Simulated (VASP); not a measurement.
# Si62P (a cell with a defect) in VASP: further runs

Si62P (a cell with a defect) is run at these levels: PBE; tasks: single point.

All numbers are computed with VASP 6.6.1; they aren't measurements. Logs are shortened: lines on timing, memory, paths and dates and some standing lists are left out, and cuts for length are marked.

### Step 1. The cell of the first run

The cell holds a defect, 63 atoms: a = 10.860 Å, b = 10.860 Å, c = 10.860 Å, α = 90.00°, β = 90.00°, γ = 90.00°.

### Step 2. Single point, PBE

The input, INCAR:

```
PREC = Accurate
ENCUT = 520
EDIFF = 1E-7
ISMEAR = 0
SIGMA = 0.02
LREAL = Auto
LASPH = T
NELM = 100
ALGO = Normal
ISIF = 2
LWAVE = F
LCHARG = T
GGA = PE
LELF = T
LVHAR = T
NBANDS = 164
NELECT = 254.0
```

The input, KPOINTS:

```
regular mesh
0
Gamma
  1 1 1
```

The input, POSCAR:

```
Si62P
1.0
   10.8600000000      0.0000000000      0.0000000000
    0.0000000000     10.8600000000      0.0000000000
    0.0000000000      0.0000000000     10.8600000000
Si P
62 1
Direct
    0.5009992634     -0.0011923573     -0.0009711786
    0.6230082873      0.1260454880      0.1259918969
    0.7524261510      0.2478503683      0.0024461326
    0.8797604972      0.3703086556      0.1294553407
    0.7532643646      0.0032971455      0.2477243094
    0.8805556169      0.1302033149      0.3703117864
    0.2437815838      0.2306663904     -0.0016566298
    0.3632083794      0.3653605893      0.1252659300
    0.4928695212      0.4944881215      0.0019007366
    0.6206066298      0.6209159300      0.1274082873
    0.7457651934      0.7482143646      0.0006127072
    0.8700804788      0.8822022099      0.1133711786
    0.2446906998     -0.0048688766      0.2308552486
    0.3620308471      0.1247628913      0.3643566298
    0.4962286372      0.2501654696      0.2504533149
    0.6236500000      0.3748738490      0.3751218232
    0.7499597606      0.4966591160      0.2472501842
    0.8722664825      0.6270992634      0.3714720074
    0.4919348987      0.0022268877      0.4935144567
    0.6188743094      0.1281956722      0.6197118785
    0.7503731123      0.2477049724      0.4969277164
    0.8727345304      0.3716839779      0.6274878453
    0.7437498158      0.0005952118      0.7459378453
    0.8674128913      0.1128799263      0.8805680479
   -0.0008284530      0.4982804788      0.0015000921
    0.1250037753      0.6252570902      0.1240845304
    0.2568520258      0.7465342541      0.0015661142
    0.3822573665      0.8691349908      0.1258588398
    0.0134822284      0.2474360958      0.2465478821
    0.1194328729      0.3805642726      0.3805616943
    0.2468311234      0.4984534070      0.2513706262
    0.3736622468      0.6238947514      0.3751482505
    0.5056129834      0.7499499079      0.2571853591
    0.6298564457      0.8792665746      0.3787480663
   -0.0003671271      0.0013692449      0.4980257827
    0.1246907919      0.1235505525      0.6259365562
    0.2461030387      0.2506133517      0.4982947514
    0.3727202578      0.3744273481      0.6238593923
    0.4993720074      0.5002476059      0.5008497238
    0.6261023020      0.6250413444      0.6250041436
    0.7538590239      0.7515795580      0.5030749540
    0.8787217311      0.8777933702      0.6297382136
    0.2561355433      0.0013109576      0.7480037753
    0.3807570902      0.1259322284      0.8711181400
    0.5040155617      0.2567600368      0.7504867403
    0.6292411602      0.3787348987      0.8786547882
    0.7537859116      0.5032377532      0.7515161142
    0.8787424494      0.6300841621      0.8776041436
   -0.0027097606      0.7562892265      0.2412554328
    0.1228629834      0.8772354512      0.3694412523
   -0.0021975138      0.5075811234      0.5073674954
    0.1187864641      0.6363918048      0.6370097606
    0.2446855433      0.7483075506      0.4978631676
    0.3728202578      0.8710056169      0.6195951197
   -0.0034741252      0.2405217311      0.7567547882
    0.1218853591      0.3679610497      0.8789534070
    0.2434889503      0.4960813076      0.7489396869
    0.3724623389      0.6184333333      0.8703279926
    0.4976603131      0.7476154696      0.7479897790
    0.6226895948      0.8728430018      0.8727177716
    0.0067588398      0.7730044199      0.7729089319
    0.1431974217      0.9028177716      0.9043324125
    0.1224223757      0.0674639963      0.0698162983
```

Potentials or basis: VASP PAW PBE potentials, release 64 (Si, P).

Launch:

```console
cat potpaw_PBE.64/Si/POTCAR potpaw_PBE.64/P/POTCAR > POTCAR
mpirun -np 1 vasp_gam > vasp.out
```

OUTCAR:

```text
PREC = Accurate
   ENCUT = 520
   EDIFF = 1E-7
   ISMEAR = 0
   LREAL = Auto
   LASPH = T
   NELM = 100
   ISIF = 2
   GGA = PE
   NELECT = 254.0

 ion  position               nearest neighbor table
   1  0.501  0.999  0.999-  60 2.35  44 2.35  28 2.35   2 2.36
   2  0.623  0.126  0.126-   3 2.35   5 2.35  15 2.35   1 2.36
   3  0.752  0.248  0.002-  24 2.34   2 2.35   4 2.36  46 2.37
   4  0.880  0.370  0.129-  17 2.35  29 2.35  25 2.35   3 2.36
   5  0.753  0.003  0.248-  12 2.34   2 2.35   6 2.36  34 2.37
   6  0.881  0.130  0.370-  29 2.35  21 2.35  35 2.36   5 2.36
   7  0.244  0.231  0.998-  44 2.33  63 2.34  56 2.38   8 2.39
   8  0.363  0.365  0.125-  15 2.35  31 2.36   7 2.39   9 2.40
   9  0.493  0.494  0.002-  58 2.36  46 2.36  10 2.38   8 2.40
  10  0.621  0.621  0.127-  17 2.34  33 2.35  11 2.38   9 2.38
  11  0.746  0.748  0.001-  12 2.33  48 2.35  60 2.36  10 2.38
  12  0.870  0.882  0.113-  11 2.33   5 2.34  49 2.39
  13  0.245  0.995  0.231-  28 2.32  63 2.33  50 2.38  14 2.39
  14  0.362  0.125  0.364-  15 2.35  37 2.36  13 2.39  19 2.39
  15  0.496  0.250  0.250-   8 2.35  14 2.35   2 2.35  16 2.36
  16  0.624  0.375  0.375-  39 2.35  21 2.36  17 2.36  15 2.36
  17  0.750  0.497  0.247-  10 2.34   4 2.35  16 2.36  18 2.36
  18  0.872  0.627  0.371-  41 2.35  17 2.36  51 2.39  49 2.41
  19  0.492  0.002  0.494-  54 2.36  34 2.36  20 2.38  14 2.39
  20  0.619  0.128  0.620-  21 2.35  45 2.35  23 2.37  19 2.38
  21  0.750  0.248  0.497-  20 2.35   6 2.35  16 2.36  22 2.36
  22  0.873  0.372  0.627-  47 2.35  21 2.36  51 2.39  55 2.41
  23  0.744  0.001  0.746-  24 2.33  42 2.35  60 2.36  20 2.37
  24  0.867  0.113  0.881-  23 2.33   3 2.34  55 2.39
  25  0.999  0.498  0.002-  26 2.35   4 2.35  56 2.36  48 2.36
  26  0.125  0.625  0.124-  25 2.35  27 2.36  31 2.36  49 2.36
  27  0.257  0.747  0.002-  28 2.33  62 2.35  58 2.35  26 2.36
  28  0.382  0.869  0.126-  13 2.32  27 2.33  33 2.35   1 2.35
  29  0.013  0.247  0.247-   4 2.35   6 2.35  30 2.35  63 2.98
  30  0.119  0.381  0.381-  37 2.35  31 2.35  29 2.35  51 2.35
[... 31 lines left out ...]
  62  0.143  0.903  0.904-  27 2.35  43 2.35  61 2.49  63 2.55
  63  0.122  0.067  0.070-  13 2.33   7 2.34  62 2.55  29 2.98

  LATTYP: Found a simple cubic cell.
 ALAT       =    10.8600000000

  Lattice vectors:

 A1 = (  10.8600000000,   0.0000000000,   0.0000000000)
 A2 = (   0.0000000000,  10.8600000000,   0.0000000000)
 A3 = (   0.0000000000,   0.0000000000,  10.8600000000)

Analysis of symmetry for initial positions (statically):
[... 226 lines left out ...]
   NSW    =      0    number of steps for IOM
   IBRION =     -1    ionic relax: 0-MD 1-quasi-New 2-CG
   NFREE  =      0    steps in history (QN), initial steepest desc. (CG)
   ISIF   =      2    stress and relaxation
   ISYM   =      2    0-nonsym 1-usesym 2-fastsym
   POTIM  = 0.5000    time-step for ionic-motion
   TEBEG  =    0.0;   TEEND  =   0.0 temperature during run
   PSTRESS=    0.0 pullay stress
   NELECT =     254.0000    total number of electrons
   NUPDOWN=      -1.0000    fix difference up-down
   EMIN   =  10.00;   EMAX   =-10.00  energy-range for DOS
   EFERMI =   0.00;   METHOD = LEGACY
   ISMEAR =     0;   SIGMA  =   0.02  broadening in eV -4-tet -1-fermi 0-gaus
   EFERMI_NEDOS =   21; number of points for ismear=-14 and -15
   IALGO  =     38    algorithm
   IMIX   =      4    mixing-type and parameters
     AMIX     =   0.40;   BMIX     =  1.00
     AMIX_MAG =   1.60;   BMIX_MAG =  1.00
  volume/ion in A,a.u.               =      20.33       137.20
  Fermi-wavevector in a.u.,A,eV,Ry     =   0.954677  1.804077 12.400449  0.911407
  Thomas-Fermi vector in A             =   2.083445
   LORBIT       =      0    0 simple, 1 ext, 2 COOP (PROOUT), +10 PAW based schemes
   GGA     = PE    functional components
   LHFCALC =     F    Hartree Fock is set to
   AEXX    =    0.0000 exact exchange contribution
   IVDW    =     0    specifies the selected vdW correction
   LEPSILON=     F    determine dielectric tensor
   LRPA    =     F    only Hartree local field effects (RPA)
 non-spin polarized calculation
 Gauss-broadening in eV      SIGMA  =   0.02
  energy-cutoff  :      520.00
  volume of cell :     1280.82
 maximum number of plane-waves:     17229
 NGX is ok and might be reduce to    84
   NGX = 41   NGY = 41   NGZ = 41

 number of electron     253.9999997 magnetization

 Free energy of the ion-electron system (eV)
  ---------------------------------------------------
  ext. energy  EPLUGINS =         0.00000000
  ---------------------------------------------------
  free energy    TOTEN  =      -326.07406825 eV

  energy without entropy =     -326.07406825  energy(sigma->0) =     -326.07406825

 E-fermi :   6.1081     XC(G=0):  -9.3651

 val. band max:        5.9710978492   @ k =   0.0000   0.0000   0.0000
 cond. band min:       6.2088082957   @ k =   0.0000   0.0000   0.0000
 fundamental gap:      0.2377104465
 Fermi energy:         6.1081313733

 k-point     1 :       0.0000    0.0000    0.0000
  band No.  band energies     occupation
      1      -6.2800      2.00000
      2      -5.6322      2.00000
      3      -5.1514      2.00000
      4      -5.1337      2.00000
      5      -5.1232      2.00000
      6      -5.0972      2.00000
[... 131 lines left out ...]
    138       6.9232      0.00000
    139       6.9329      0.00000
 [bands above 139 left out]

------------------------ aborting loop because EDIFF is reached ----------------------------------------

  FORCE on cell =-STRESS in cart. coord.  units (eV):
  Direction    XX          YY          ZZ          XY          YZ          ZX
  --------------------------------------------------------------------------------------
  -------------------------------------------------------------------------------------
  Total       25.5082489     15.2970761     15.2599688     -3.1799877      4.7070774     -2.3289061
  in kB       31.9081594     19.1350470     19.0886297     -3.9778330      5.8880630     -2.9132186
  external PRESSURE =      23.3772787 kB  Pullay stress =       0.0000000 kB

 VOLUME and BASIS-vectors are now :
 -----------------------------------------------------------------------------
  energy-cutoff  :      520.00
  volume of cell :     1280.82
      direct lattice vectors                 reciprocal lattice vectors
    10.860000000  0.000000000  0.000000000     0.092081031  0.000000000  0.000000000
     0.000000000 10.860000000  0.000000000     0.000000000  0.092081031  0.000000000
     0.000000000  0.000000000 10.860000000     0.000000000  0.000000000  0.092081031

 POSITION                                       TOTAL-FORCE (eV/Angst)
 -----------------------------------------------------------------------------------
      5.44085     10.84705     10.84945         0.000267     -0.000344     -0.001554
      6.76587      1.36885      1.36827        -0.006750     -0.000447      0.004444
      8.17135      2.69165      0.02657        -0.003627      0.002365      0.013095
      9.55420      4.02155      1.40589         0.001522     -0.000780      0.004479
      8.18045      0.03581      2.69029        -0.010029     -0.000009      0.004444
      9.56283      1.41401      4.02159        -0.006011     -0.002885      0.000151
[... 55 lines left out ...]
      1.55512      9.80460      9.82105         0.014020      0.029452      0.004560
      1.32951      0.73266      0.75820         0.078144      0.083381      0.024085
 -----------------------------------------------------------------------------------
    total drift:                               -0.008042     -0.020637     -0.007445

  FREE ENERGIE OF THE ION-ELECTRON SYSTEM (eV)
  ---------------------------------------------------
  free  energy   TOTEN  =      -326.0740682543 eV

  energy  without entropy=     -326.0740682543  energy(sigma->0) =     -326.07406825
```

It took 6.8 min on 1 thread of Intel Xeon Platinum 8259CL at 2.50GHz (Skylake/Cascade Lake), shared host; peak memory 1 GiB.

What came out:

* Free energy: -326.0741 eV
* Largest force: 0.117 eV/Å

Forces on the atoms (eV/Å):
```
Si   0.000  0.000 -0.002
Si  -0.007  0.000  0.004
Si  -0.004  0.002  0.013
Si   0.002 -0.001  0.004
Si  -0.010  0.000  0.004
Si  -0.006 -0.003  0.000
Si   0.018 -0.014 -0.021
Si  -0.003 -0.005  0.007
Si  -0.010 -0.007  0.003
Si  -0.012 -0.013  0.003
Si  -0.029 -0.027 -0.007
Si  -0.047 -0.017 -0.012
Si   0.015  0.022  0.005
Si   0.015  0.006  0.019
Si  -0.002  0.002  0.002
Si  -0.001  0.002  0.001
Si   0.005 -0.002  0.000
Si   0.005  0.001  0.001
Si   0.007 -0.004  0.011
Si   0.008 -0.001  0.005
Si  -0.001 -0.007 -0.005
Si  -0.005 -0.005 -0.001
Si   0.001 -0.010  0.008
Si  -0.012  0.002  0.008
Si   0.002 -0.004  0.000
Si  -0.002  0.001 -0.006
Si  -0.006  0.007  0.003
Si   0.005  0.005 -0.001
Si  -0.005 -0.013 -0.001
Si   0.000 -0.006 -0.006
Si  -0.009 -0.001  0.002
Si  -0.007 -0.003  0.000
Si  -0.006 -0.002  0.001
Si  -0.004 -0.009  0.001
Si  -0.003  0.000 -0.001
Si   0.000 -0.003 -0.002
Si  -0.004  0.005  0.001
Si   0.001  0.002  0.000
Si   0.000  0.002  0.000
Si   0.002 -0.001  0.001
Si   0.003 -0.003  0.004
Si   0.003 -0.005  0.000
Si   0.008  0.006 -0.009
Si   0.020 -0.002 -0.015
Si   0.006 -0.001 -0.007
Si   0.001  0.000 -0.004
Si   0.005  0.002  0.001
Si   0.001 -0.002  0.001
Si  -0.002  0.004 -0.011
Si  -0.007  0.008 -0.010
Si   0.003 -0.007 -0.003
Si  -0.003 -0.001 -0.002
Si  -0.014  0.000 -0.010
Si  -0.005 -0.007 -0.007
Si   0.009 -0.002  0.000
Si   0.007 -0.001 -0.003
Si  -0.001  0.004  0.001
Si  -0.002  0.002  0.007
Si  -0.010 -0.006 -0.006
Si  -0.009 -0.008 -0.003
Si   0.003  0.002  0.005
Si   0.014  0.029  0.005
P    0.078  0.083  0.024
```

Caveat: the k points lie up to 0.58 Å⁻¹ apart; the cell carries a net charge on a neutralising background, which shifts energy and pressure; the cell is charged against a uniform background, so pressure and absolute levels hang on convention.

### Step 3. Single point, PBE

The input, INCAR:

```
ALGO = Normal ; EDIFF = 1E-6
ENCUT = 520 ; GGA = PE
ISIF = 2 ; ISMEAR = 0
LASPH = True ; LCHARG = True
LELF = True ; LREAL = Auto
LVHAR = True ; LWAVE = False
NBANDS = 164 ; NELECT = 254.0
NELM = 60 ; PREC = Accurate
SIGMA = 0.02
```

The input, KPOINTS:

```
k-points
0
Gamma
  1 1 1
```

The input, POSCAR:

```
Si62P
1.0
   10.8600000000      0.0000000000      0.0000000000
    0.0000000000     10.8600000000      0.0000000000
    0.0000000000      0.0000000000     10.8600000000
Si P
62 1
Direct
    0.5010035912     -0.0008946593     -0.0007651013
    0.6211962247      0.1273505525      0.1273961326
    0.7525146409      0.2446862799      0.0018868324
    0.8791507366      0.3707279006      0.1253653775
    0.7529813996      0.0022756906      0.2447028545
    0.8794202578      0.1257006446      0.3709049724
    0.2473643646      0.2399269797      0.0026674033
    0.3690240331      0.3713909761      0.1245697053
    0.4982534070      0.4951305709      0.0005518416
    0.6215842541      0.6229184162      0.1268011971
    0.7457876611      0.7489338858     -0.0010574586
    0.8708883057      0.8881668508      0.1035637201
    0.2476593002      0.0015810313      0.2400774401
    0.3686812155      0.1243354512      0.3710975138
    0.4958106814      0.2524674954      0.2525939227
    0.6254401473      0.3752571823      0.3753213628
    0.7517390424      0.4976213628      0.2478651013
    0.8745830571      0.6278598527      0.3704954880
    0.4979590239      0.0005908840      0.4948513812
    0.6209363720      0.1270786372      0.6225691529
    0.7517863720      0.2480338858      0.4977975138
    0.8746904236      0.3706341621      0.6280056169
    0.7450885820     -0.0011300184      0.7481178637
    0.8699038674      0.1034248619      0.8875398711
    0.0001513812      0.4990847145      0.0001341621
    0.1247976059      0.6274436464      0.1232822284
    0.2553623389      0.7482548803     -0.0015938306
    0.3781843462      0.8729942910      0.1245484346
    0.0098342541      0.2461869245      0.2460253223
    0.1244256906      0.3777684162      0.3777428177
    0.2486731123      0.5008523020      0.2498218232
    0.3742334254      0.6243307551      0.3754353591
    0.5022482505      0.7519943831      0.2552595764
    0.6311371087      0.8777055249      0.3762953039
    0.0003234807      0.0000355433      0.4990179558
    0.1246638122      0.1229784530      0.6277865562
    0.2482743094      0.2493876611      0.5007475138
    0.3737583794      0.3750477901      0.6242485267
    0.5006537753      0.5002048803      0.5005119705
    0.6256281768      0.6254215470      0.6254349908
    0.7540513812      0.7505911602      0.5018651934
    0.8778169429      0.8765799263      0.6284581031
    0.2551604972     -0.0016704420      0.7489642726
    0.3777466851      0.1246007366      0.8737612339
    0.5016226519      0.2551065378      0.7521801105
    0.6308408840      0.3763665746      0.8773744936
    0.7540816759      0.5020219153      0.7506415285
    0.8778694291      0.6286788214      0.8765976059
   -0.0042469613      0.7600027624      0.2374006446
    0.1225997238      0.8773613260      0.3684357274
   -0.0006988029      0.5041084715      0.5040602210
    0.1196900552      0.6325453959      0.6328819521
    0.2452594843      0.7490427256      0.4966671271
    0.3732116022      0.8728482505      0.6177615101
   -0.0045571823      0.2371197053      0.7601683241
    0.1222026703      0.3678418969      0.8780251381
    0.2448068140      0.4958779006      0.7493532228
    0.3730935543      0.6172279926      0.8725837937
    0.4947013812      0.7474540516      0.7476378453
    0.6203549724      0.8717652855      0.8717242173
    0.0055631676      0.7660393186      0.7659740331
    0.1340933702      0.8939225599      0.8944803867
    0.1177461326      0.1074792818      0.1081493554
```

Potentials or basis: VASP PAW PBE potentials, release 64 (Si, P).

Launch:

```console
cat potpaw_PBE.64/Si/POTCAR potpaw_PBE.64/P/POTCAR > POTCAR
mpirun -np 1 vasp_gam > vasp.out
```

It took 6.6 min on 1 thread of Intel Xeon Platinum 8259CL at 2.50GHz (Skylake/Cascade Lake), shared host; peak memory 1 GiB.

It converged, with:

| Property | Result |
| --- | --- |
| Free energy | -326.3710 eV |
| Largest force | 0.562 eV/Å |

Forces in eV/Å, atoms in the order of the input:
```
Si  -0.004  0.001  0.001
Si  -0.020  0.008  0.011
Si  -0.004 -0.033 -0.006
Si  -0.011  0.001 -0.046
Si  -0.007 -0.005 -0.035
Si  -0.017 -0.055  0.004
Si   0.026  0.084  0.048
Si   0.056  0.058 -0.004
Si   0.047  0.003 -0.021
Si   0.008  0.018 -0.010
Si  -0.005  0.004 -0.024
Si   0.004  0.054 -0.095
Si   0.016  0.067  0.083
Si   0.064 -0.006  0.067
Si  -0.009  0.020  0.018
Si   0.010 -0.003 -0.001
Si   0.016  0.004  0.005
Si   0.017  0.004 -0.012
Si   0.054 -0.018  0.009
Si   0.017 -0.017  0.026
Si   0.014  0.002  0.004
Si   0.015 -0.015  0.007
Si   0.007 -0.021  0.018
Si   0.017 -0.094  0.064
Si   0.007  0.004 -0.015
Si  -0.005  0.018 -0.012
Si  -0.012  0.011 -0.035
Si  -0.043  0.032 -0.017
Si  -0.034 -0.020 -0.014
Si   0.047 -0.035 -0.032
Si   0.014  0.021 -0.019
Si   0.000 -0.003  0.003
Si  -0.035  0.018 -0.021
Si   0.007 -0.025 -0.029
Si   0.004 -0.016  0.007
Si  -0.004 -0.011  0.015
Si   0.021 -0.015  0.023
Si   0.004  0.003  0.002
Si   0.012 -0.002 -0.005
Si  -0.009  0.001  0.002
Si   0.003 -0.011 -0.012
Si  -0.013 -0.017 -0.017
Si  -0.010 -0.030  0.003
Si  -0.034 -0.021  0.021
Si  -0.027 -0.018  0.013
Si   0.013 -0.032 -0.013
Si   0.002 -0.013 -0.011
Si  -0.015 -0.020 -0.015
Si  -0.017  0.030 -0.039
Si  -0.005 -0.005 -0.011
Si   0.013 -0.036 -0.036
Si   0.004 -0.043 -0.046
Si   0.003  0.008 -0.014
Si   0.001  0.015 -0.017
Si  -0.013 -0.034  0.025
Si   0.001 -0.006 -0.013
Si   0.009 -0.003  0.002
Si   0.004 -0.016  0.023
Si  -0.033 -0.004 -0.006
Si  -0.025 -0.013 -0.010
Si  -0.012 -0.077 -0.075
Si  -0.097 -0.098 -0.101
P   -0.039  0.405  0.387
```

Levels at points of the mesh, in eV from the Fermi level:
| k point | band 123 | band 124 | band 125 | band 126 | band 127 | band 128 | band 129 | band 130 | band 131 | band 132 |
| --- | --- | --- | --- | --- | --- | --- | --- | --- | --- | --- |
| (0.00, 0.00, 0.00) | -1.19 | -0.83 | -0.81 | -0.41 | -0.07 | 0.07 | 0.11 | 0.17 | 0.20 | 0.26 |

Caveat: the k points lie up to 0.58 Å⁻¹ apart; the cell carries a net charge on a neutralising background, which shifts energy and pressure; the cell is charged against a uniform background, so pressure and absolute levels hang on convention.

[end of part 1 of 2]
